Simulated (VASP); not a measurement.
## C: single point with LDA

The system is C.

```xyz
2
Lattice="0.0000 1.7967 1.7040 1.7967 0.0000 1.7040 1.7967 1.7967 0.0000" Properties=species:S:1:pos:R:3 pbc="T T T"
C     1.7967    1.7967    1.7040
C     2.6950    2.6950    2.5560
```

This cell differs from its parent crystal: strain +e along x and -e along y +0.0000, strain +e along z and -e/2 along x and y -0.0350.

```
Program                : VASP 6.6.1
Task                   : single point
Functional             : LDA
Potentials or basis    : VASP PAW LDA potentials, release 64 (C_h)
Cutoff                 : 1300 eV
k mesh                 : 12 × 12 × 12
Occupations            : gaussian, width 0.05 eV
Spin                   : no spin polarisation
Dipole correction      : no
Further INCAR settings : ALGO = Normal; EDIFF = 1e-06; NBANDS = 11
```

| Item | Value |
| --- | --- |
| Pressure | 1.5 GPa |
| Band gap on the k mesh | 2.87 eV (least direct gap 4.71 eV) |

Stress tensor (GPa, compression positive):
```
-14.49   0.00   0.00
  0.00 -14.49   0.00
  0.00   0.00  33.38
```

Levels at points of the mesh, in eV from the valence-band top:
| k point | band 1 | band 2 | band 3 | band 4 | band 5 | band 6 | band 7 | band 8 |
| --- | --- | --- | --- | --- | --- | --- | --- | --- |
| (0.00, 0.00, 0.00) | -22.24 | -0.77 | -0.77 | 0.00 | 4.71 | 5.36 | 5.36 | 13.71 |
| (0.50, 0.00, 0.00) | -16.21 | -14.21 | -3.84 | -2.91 | 7.54 | 7.75 | 9.61 | 15.21 |
| (0.50, 0.50, 0.00) | -12.76 | -12.76 | -7.51 | -7.51 | 3.43 | 3.43 | 16.73 | 16.73 |
| (0.50, 0.00, 0.50) | -13.62 | -13.62 | -6.70 | -6.70 | 4.71 | 4.71 | 16.34 | 16.34 |

Run time: 48 s on 1 thread of AMD EPYC 9R14 (Zen 4), on a shared host, peak memory 0.15 GiB.

Caveat: the cell differs from its parent crystal (strain +e along x and -e along y +0.0000, strain +e along z and -e/2 along x and y -0.0350); the stress differs along the axes, from -14 to 33 GPa. A k mesh can miss the band edges.
